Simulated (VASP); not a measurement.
A run of VASP 6.6.1:

File INCAR:

```
SYSTEM = I
ALGO = Normal ; EDIFF = 1E-6
ENCUT = 520 ; GGA = PE
ISIF = 2 ; ISMEAR = -1
LASPH = .TRUE. ; LCHARG = .FALSE.
LREAL = .FALSE. ; LWAVE = .FALSE.
NBANDS = 22 ; NELM = 60
PREC = Accurate ; SIGMA = 0.0735
```

Contents of KPOINTS:

```
k-points
0
G
  4 2 4
  0 0 0
```

Contents of POSCAR:

```
I
1.0
   -3.7517890000      0.0000000000      2.6935920000
    0.0000000000     -9.9326210000      0.0000000000
    3.7517890000      0.0000000000      2.6935920000
I
4
Direct
    0.1300000000      0.9000000000      0.1300000000
    0.6300000000      0.6000000000      0.6300000000
    0.8700000000      0.1000000000      0.8700000000
    0.3700000000      0.4000000000      0.3700000000
```

Potentials or basis: VASP PAW PBE potentials, release 64 (I).

Launch:

```bash
$ cat potpaw_PBE.64/I/POTCAR > POTCAR
$ mpirun -np 1 vasp_std > vasp.out
```

Hardware: 1 thread of Intel(R) Xeon(R) Platinum 8559C (Emerald Rapids) (shared host).

Task: How long does it take, and how much memory?

Result: It took 44 s on 1 thread of Intel(R) Xeon(R) Platinum 8559C (Emerald Rapids), on a shared host, peak memory 0.3 GiB. Counts: scf iterations 13, k points 14.
